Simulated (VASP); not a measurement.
The system is C.

```
C
1.0
     3.49846    0.00000    0.00000
    -1.74923    3.02975    0.00000
     0.00000    0.00000    3.31208
C
6
Direct
  0.23404 0.46808 0.25000
  0.53192 0.76596 0.58333
  0.23404 0.76596 0.91667
  0.76596 0.53192 0.75000
  0.46808 0.23404 0.08333
  0.76596 0.23404 0.41667
```

```yaml
Program: VASP 6.6.1
Task: relaxation of cell and atoms
Functional: PBE
Potentials_or_basis: VASP PAW PBE potentials, release 64 (C)
Cutoff: 600 eV
k_mesh: 6 × 6 × 6
Occupations: gaussian, width 0.1 eV
Spin: no spin polarisation
```

At the start: pressure 28.2 GPa; volume 5.85 Å³/atom.

**Question.** How do energy, volume and symmetry change on relaxing?

**Answer.** Over 6 steps the energy falls by 33.9 meV/atom and the volume is 6.22 Å³/atom (+6.4 %); space group P6_122 (No. 178, to 0.05 Å).

Step by step:
```csv
step,energy change (eV),largest force (eV/Å),pressure (GPa),volume (Å³)
1,0.0000,0.6985,28.18,35.11
2,0.2185,1.1524,-29.45,40.60
3,-0.1990,0.2436,0.73,37.21
4,-0.1991,0.2261,1.29,37.17
5,-0.2001,0.1717,-1.49,37.50
6,-0.2036,0.0130,-0.23,37.34
```

Final structure:
```cif
data_structure
_symmetry_space_group_name_H-M 'P 1'
_symmetry_Int_Tables_number 1
_cell_length_a 3.5734
_cell_length_b 3.5734
_cell_length_c 3.3769
_cell_angle_alpha 90.000
_cell_angle_beta 90.000
_cell_angle_gamma 120.000
_cell_volume 37.34
loop_
_atom_site_label
_atom_site_type_symbol
_atom_site_fract_x
_atom_site_fract_y
_atom_site_fract_z
_atom_site_occupancy
C1 C 0.23251 0.46501 0.25000 1
C2 C 0.53499 0.76749 0.58333 1
C3 C 0.23251 0.76749 0.91667 1
C4 C 0.76749 0.53499 0.75000 1
C5 C 0.46501 0.23251 0.08333 1
C6 C 0.76749 0.23251 0.41667 1
```
